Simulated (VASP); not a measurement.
# ZnWBr6 (Fm-3m) in VASP: single point with PBE

Aim: the single point of ZnWBr6 with PBE.

Program: VASP 6.6.1. These are calculated values, not measurements. Logs are shortened: lines on timing, memory, paths and dates and some standing lists are left out, and cuts for length are marked.

## (1) The cell of the first run

It takes space group Fm-3m (No. 225, cubic). The conventional cell has a = 10.417 Å, b = 10.417 Å, c = 10.417 Å, α = 90.00°, β = 90.00°, γ = 90.00°. Zn (site symmetry m-3m) has 6 Br at 2.67 Å within 3.5 Å. Within 3.4 Å of W (site symmetry m-3m) lie 6 Br at 2.54 Å. Br (site symmetry 4mm) has 1 W at 2.54 Å and 1 Zn at 2.67 Å within 3.4 Å.

The cell was generated, and may not be a known phase.

## (2) Single point, PBE, collinear spin

Input file INCAR:

```
SYSTEM = ZnWBr6
ALGO = Normal
EDIFF = 1E-7
ENCUT = 520
GGA = PE
ISIF = 2
ISMEAR = 0
ISPIN = 2
LASPH = .TRUE.
LCHARG = .TRUE.
LELF = .TRUE.
LMAXMIX = 4
LORBIT = 11
LREAL = .FALSE.
LVHAR = .TRUE.
LWAVE = .FALSE.
MAGMOM = 0.03 1.29 0.01 0.01 0.01 0.01 0.01 0.01
NBANDS = 48
NELM = 150
PREC = Accurate
SIGMA = 0.1
```

Input file KPOINTS:

```
k-points
0
G
  4 4 4
  0 0 0
```

Input file POSCAR:

```
ZnWBr6
1.0
    0.0000000000      5.2084952628      5.2084952628
    5.2084952628      0.0000000000      5.2084952628
    5.2084952628      5.2084952628      0.0000000000
Zn W Br
1 1 6
Direct
    0.5000000000      0.5000000000      0.5000000000
    0.0000000000      0.0000000000      0.0000000000
    0.2440537048      0.2440537048      0.7559462952
    0.7559462952      0.7559462952      0.2440537048
    0.2440537048      0.7559462952      0.7559462952
    0.2440537048      0.7559462952      0.2440537048
    0.7559462952      0.2440537048      0.2440537048
    0.7559462952      0.2440537048      0.7559462952
```

Potentials or basis: VASP PAW PBE potentials, release 64 (Zn, W_sv, Br).

The run is started by

```bash
cat potpaw_PBE.64/Zn/POTCAR potpaw_PBE.64/W_sv/POTCAR potpaw_PBE.64/Br/POTCAR > POTCAR
mpirun -np 1 vasp_std > vasp.out
```

OUTCAR:

```text
SYSTEM = ZnWBr6
   EDIFF = 1E-7
   ENCUT = 520
   GGA = PE
   ISIF = 2
   ISMEAR = 0
   ISPIN = 2
   LASPH = .TRUE.
   LORBIT = 11
   LREAL = .FALSE.
   NELM = 150
   PREC = Accurate

 ion  position               nearest neighbor table
   1  0.500  0.500  0.500-   3 2.67   4 2.67   5 2.67   6 2.67   7 2.67   8 2.67
   2  0.000  0.000  0.000-   3 2.54   4 2.54   5 2.54   6 2.54   7 2.54   8 2.54
   3  0.244  0.244  0.756-   2 2.54   1 2.67
   4  0.756  0.756  0.244-   2 2.54   1 2.67
   5  0.244  0.756  0.756-   2 2.54   1 2.67
   6  0.244  0.756  0.244-   2 2.54   1 2.67
   7  0.756  0.244  0.244-   2 2.54   1 2.67
   8  0.756  0.244  0.756-   2 2.54   1 2.67

  LATTYP: Found a face centered cubic cell.
 ALAT       =    10.4169905256

  Lattice vectors:

 A1 = (   0.0000000000,   5.2084952628,   5.2084952628)
 A2 = (   5.2084952628,   0.0000000000,   5.2084952628)
 A3 = (   5.2084952628,   5.2084952628,   0.0000000000)

Analysis of symmetry for initial positions (statically):
=====================================================================
 Subroutine PRICEL returns:
 Original cell was already a primitive cell.

 Routine SETGRP: Setting up the symmetry group for a
 face centered cubic supercell.

 Subroutine GETGRP returns: Found 48 space group operations
 (whereof 48 operations were pure point group operations)
 out of a pool of 48 trial point group operations.

The static configuration has the point symmetry O_h .

Analysis of symmetry for dynamics (positions and initial velocities):
=====================================================================
 Subroutine PRICEL returns:
 Original cell was already a primitive cell.

 Routine SETGRP: Setting up the symmetry group for a
 face centered cubic supercell.

 Subroutine GETGRP returns: Found 48 space group operations
 (whereof 48 operations were pure point group operations)
 out of a pool of 48 trial point group operations.

The dynamic configuration has the point symmetry O_h .

Analysis of structural, dynamic, and magnetic symmetry:
=====================================================================
 Subroutine PRICEL returns:
 Original cell was already a primitive cell.

 Routine SETGRP: Setting up the symmetry group for a
 face centered cubic supercell.

 Subroutine GETGRP returns: Found 48 space group operations
 (whereof 48 operations were pure point group operations)
 out of a pool of 48 trial point group operations.

The overall configuration has the point symmetry O_h .

 Subroutine INISYM returns: Found 48 space group operations
 (whereof 48 operations are pure point group operations),
 and found     1 'primitive' translations

----------------------------------------------------------------------------------------

                                     Primitive cell

  volume of cell :     282.5965

  direct lattice vectors                    reciprocal lattice vectors
     0.000000000  5.208495263  5.208495263    -0.095997015  0.095997015  0.095997015
     5.208495263  0.000000000  5.208495263     0.095997015 -0.095997015  0.095997015
     5.208495263  5.208495263  0.000000000     0.095997015  0.095997015 -0.095997015

  length of vectors
     7.365924640  7.365924640  7.365924640     0.166271708  0.166271708  0.166271708

  position of ions in fractional coordinates (direct lattice)
     0.500000000  0.500000000  0.500000000
     0.000000000  0.000000000  0.000000000
     0.244053705  0.244053705  0.755946295
     0.755946295  0.755946295  0.244053705
     0.244053705  0.755946295  0.755946295
     0.244053705  0.755946295  0.244053705
     0.755946295  0.244053705  0.244053705
     0.755946295  0.244053705  0.755946295

  ion indices of the primitive-cell ions
   primitive index   ion index
                 1           1
                 2           2
                 3           3
                 4           4
                 5           5
[... 38 lines left out ...]
  0.500000  0.500000  0.000000      3.000000
 -0.250000  0.500000  0.250000      6.000000
   k-points           NKPTS =      8   k-points in BZ     NKDIM =      8   number of bands    NBANDS=     48
   number of dos      NEDOS =    301   number of ions     NIONS =      8
   total plane-waves  NPLWV = 175616
   dimension x,y,z NGX =    56 NGY =   56 NGZ =   56
   dimension x,y,z NGXF=   112 NGYF=  112 NGZF=  112
   ions per type =               1   1   6
   NGX,Y,Z   is equivalent  to a cutoff of  12.64, 12.64, 12.64 a.u.
   NGXF,Y,Z  is equivalent  to a cutoff of  25.28, 25.28, 25.28 a.u.
 SYSTEM =  ZnWBr6
   PREC   = accura    normal or accurate (medium, high low for compatibility)
   ISTART =      0    job   : 0-new  1-cont  2-samecut
   ICHARG =      2    charge: 1-file 2-atom 10-const
   ISPIN  =      2    spin polarized calculation?
   LNONCOLLINEAR =      F non collinear calculations
   LSORBIT =      F    spin-orbit coupling
   LASPH  =      T    aspherical Exc in radial PAW
   ENCUT  =  520.0 eV  38.22 Ry    6.18 a.u.  13.70 13.70 13.70*2*pi/ulx,y,z
   NELM   =    150;   NELMIN=  2; NELMDL= -5     # of ELM steps
   EDIFF  = 0.1E-06   stopping-criterion for ELM
   LREAL  =      F    real-space projection
   EDIFFG = 0.1E-05   stopping-criterion for IOM
   NSW    =      0    number of steps for IOM
   IBRION =     -1    ionic relax: 0-MD 1-quasi-New 2-CG
   NFREE  =      0    steps in history (QN), initial steepest desc. (CG)
   ISIF   =      2    stress and relaxation
   ISYM   =      2    0-nonsym 1-usesym 2-fastsym
   POTIM  = 0.5000    time-step for ionic-motion
   TEBEG  =    0.0;   TEEND  =   0.0 temperature during run
   PSTRESS=    0.0 pullay stress
   NELECT =      68.0000    total number of electrons
   NUPDOWN=      -1.0000    fix difference up-down
   EMIN   =  10.00;   EMAX   =-10.00  energy-range for DOS
   EFERMI =   0.00;   METHOD = LEGACY
   ISMEAR =     0;   SIGMA  =   0.10  broadening in eV -4-tet -1-fermi 0-gaus
   EFERMI_NEDOS =   21; number of points for ismear=-14 and -15
   IALGO  =     38    algorithm
   IMIX   =      4    mixing-type and parameters
     AMIX     =   0.40;   BMIX     =  1.00
     AMIX_MAG =   1.60;   BMIX_MAG =  1.00
  volume/ion in A,a.u.               =      35.32       238.38
  Fermi-wavevector in a.u.,A,eV,Ry     =   1.018253  1.924218 14.107042  1.036838
  Thomas-Fermi vector in A             =   2.151700
   LORBIT       =     11    0 simple, 1 ext, 2 COOP (PROOUT), +10 PAW based schemes
   GGA     = PE    functional components
   LHFCALC =     F    Hartree Fock is set to
   AEXX    =    0.0000 exact exchange contribution
   IVDW    =     0    specifies the selected vdW correction
   LEPSILON=     F    determine dielectric tensor
   LRPA    =     F    only Hartree local field effects (RPA)
 spin polarized calculation
 Gauss-broadening in eV      SIGMA  =   0.10
  energy-cutoff  :      520.00
  volume of cell :      282.60
 maximum number of plane-waves:      7648
 NGX is ok and might be reduce to    56
   NGX = 27   NGY = 27   NGZ = 27

 number of electron      67.9999986 magnetization       1.8754236

 Free energy of the ion-electron system (eV)
  ---------------------------------------------------
  ext. energy  EPLUGINS =         0.00000000
  ---------------------------------------------------
  free energy    TOTEN  =       -26.42045977 eV

  energy without entropy =      -26.38585389  energy(sigma->0) =      -26.40315683

 E-fermi :   0.3289     XC(G=0):  -7.4688

 val. band max:        0.3094091533   @ k =  -0.2500   0.5000   0.2500
 cond. band min:       0.3296638431   @ k =  -0.2500   0.2500   0.0000
 fundamental gap:      0.0202546898
 Fermi energy:         0.3288981550

 spin component 1

 k-point     1 :       0.0000    0.0000    0.0000
  band No.  band energies     occupation
      1     -75.2589      1.00000
      2     -39.5215      1.00000
      3     -39.5215      1.00000
      4     -39.5215      1.00000
      5     -15.2437      1.00000
      6     -14.5056      1.00000
[... 381 lines left out ...]
     45       7.1593      0.00000
     46       7.2518      0.00000
 Fermi energy:         0.3288981550

 spin component 2

 k-point     1 :       0.0000    0.0000    0.0000
  band No.  band energies     occupation
      1     -74.5832      1.00000
      2     -38.6152      1.00000
      3     -38.6152      1.00000
      4     -38.6152      1.00000
      5     -15.2065      1.00000
      6     -14.4890      1.00000
[... 381 lines left out ...]
     45       7.1769      0.00000
     46       7.2766      0.00000
 [bands above 46 left out]

------------------------ aborting loop because EDIFF is reached ----------------------------------------

  FORCE on cell =-STRESS in cart. coord.  units (eV):
  Direction    XX          YY          ZZ          XY          YZ          ZX
  --------------------------------------------------------------------------------------
  -------------------------------------------------------------------------------------
  Total       -0.2725858     -0.2725858     -0.2725858     -0.0000000      0.0000000     -0.0000000
  in kB       -1.5454218     -1.5454218     -1.5454218     -0.0000000      0.0000000     -0.0000000
  external PRESSURE =      -1.5454218 kB  Pullay stress =       0.0000000 kB

 VOLUME and BASIS-vectors are now :
 -----------------------------------------------------------------------------
  energy-cutoff  :      520.00
  volume of cell :      282.60
      direct lattice vectors                 reciprocal lattice vectors
     0.000000000  5.208495263  5.208495263    -0.095997015  0.095997015  0.095997015
     5.208495263  0.000000000  5.208495263     0.095997015 -0.095997015  0.095997015
     5.208495263  5.208495263  0.000000000     0.095997015  0.095997015 -0.095997015

 POSITION                                       TOTAL-FORCE (eV/Angst)
 -----------------------------------------------------------------------------------
      5.20850      5.20850      5.20850         0.000000     -0.000000      0.000000
      0.00000      0.00000      0.00000         0.000000     -0.000000     -0.000000
      5.20850      5.20850      2.54231         0.000000     -0.000000      0.007768
      5.20850      5.20850      7.87469         0.000000     -0.000000     -0.007768
      7.87469      5.20850      5.20850        -0.007768     -0.000000      0.000000
      5.20850      2.54231      5.20850         0.000000      0.007768      0.000000
      2.54231      5.20850      5.20850         0.007768     -0.000000      0.000000
      5.20850      7.87469      5.20850         0.000000     -0.007768      0.000000
 -----------------------------------------------------------------------------------
    total drift:                                0.000000      0.000000      0.000000

  FREE ENERGIE OF THE ION-ELECTRON SYSTEM (eV)
  ---------------------------------------------------
  free  energy   TOTEN  =       -26.4204597680 eV

  energy  without entropy=      -26.3858538878  energy(sigma->0) =      -26.40315683

 total charge

# of ion       s       p       d       tot
------------------------------------------
    1        0.447   0.247   9.807  10.502
    2        2.298   6.206   3.174  11.678
    3        1.611   3.233   0.021   4.865
    4        1.611   3.233   0.021   4.865
    5        1.611   3.233   0.021   4.865
    6        1.611   3.233   0.021   4.865
    7        1.611   3.233   0.021   4.865
    8        1.611   3.233   0.021   4.865
--------------------------------------------------
tot         12.410  25.852  13.108  51.369

 magnetization (x)

# of ion       s       p       d       tot
------------------------------------------
    1        0.029   0.001   0.000   0.031
    2        0.025   0.015   1.351   1.391
    3        0.002   0.005   0.006   0.012
    4        0.002   0.005   0.006   0.012
    5        0.002   0.005   0.006   0.012
    6        0.002   0.005   0.006   0.012
    7        0.002   0.005   0.006   0.012
    8        0.002   0.005   0.006   0.012
--------------------------------------------------
tot          0.063   0.046   1.386   1.495
```

Wall time 9.1 min (1 thread of Intel Xeon Platinum 8175M at 2.50GHz (Skylake/Cascade Lake), shared host); peak memory 0.65 GiB.

Results:

* Free energy: -26.4205 eV
* Pressure: -0.2 GPa
* Largest force: 0.008 eV/Å
* Net moment: 1.88 μB per cell
* Site moments: Zn +0.03; W +1.39; Br +0.01 μB
* Valence electrons inside the program's atomic spheres: Zn 10.50; W 11.68; Br 4.87

Forces in eV/Å, atoms in the order of the input:
```
Zn   0.000  0.000  0.000
W    0.000  0.000  0.000
Br   0.000  0.000  0.008
Br   0.000  0.000 -0.008
Br  -0.008  0.000  0.000
Br   0.000  0.008  0.000
Br   0.008  0.000  0.000
Br   0.000 -0.008  0.000
```

Caveat: spin-orbit coupling is left out, which moves the levels of the heavy elements.
